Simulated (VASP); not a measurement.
BN, 2 atoms in the cell. The structure is orthorhombic, space group Cmmm (No. 65). Conventional cell: a = 3.270 Å, b = 3.456 Å, c = 3.365 Å, α = 90.00°, β = 90.00°, γ = 90.00°. Within 3.1 Å of B (site symmetry mmm) lie 8 N at 2.35 to 2.41 Å and 4 B at 2.38 Å. N (site symmetry mmm) has 8 B at 2.35 to 2.41 Å and 4 N at 2.38 Å within 3.1 Å. The cell was generated, and may not be a known phase.

```yaml
Program: VASP 6.6.1
Task: single point
Functional: PBE
Potentials_or_basis: VASP PAW PBE potentials, release 64 (B, N)
Cutoff: 520 eV
k_mesh: 8 × 8 × 6
Occupations: gaussian, width 0.1 eV
Spin: collinear spin, ferromagnetic start
Starting_moments: "[0.0, 1.0] μB"
Dipole_correction: no
Further_INCAR_settings: ALGO = Normal; EDIFF = 1e-07; NBANDS = 15
```

Potentials or basis: VASP PAW PBE potentials, release 64 (B, N).

Command:

```bash
$ cat potpaw_PBE.64/B/POTCAR potpaw_PBE.64/N/POTCAR > POTCAR
$ mpirun -np 1 vasp_std > vasp.out
```

Hardware: 1 thread of Intel Xeon 8259CL (shared host).

Question: Estimate the wall time of this run.

Answer: It took 77 s on 1 thread of Intel Xeon 8259CL, with other jobs on the host, peak memory 0.15 GiB. Counts: scf iterations 15, k points 84.
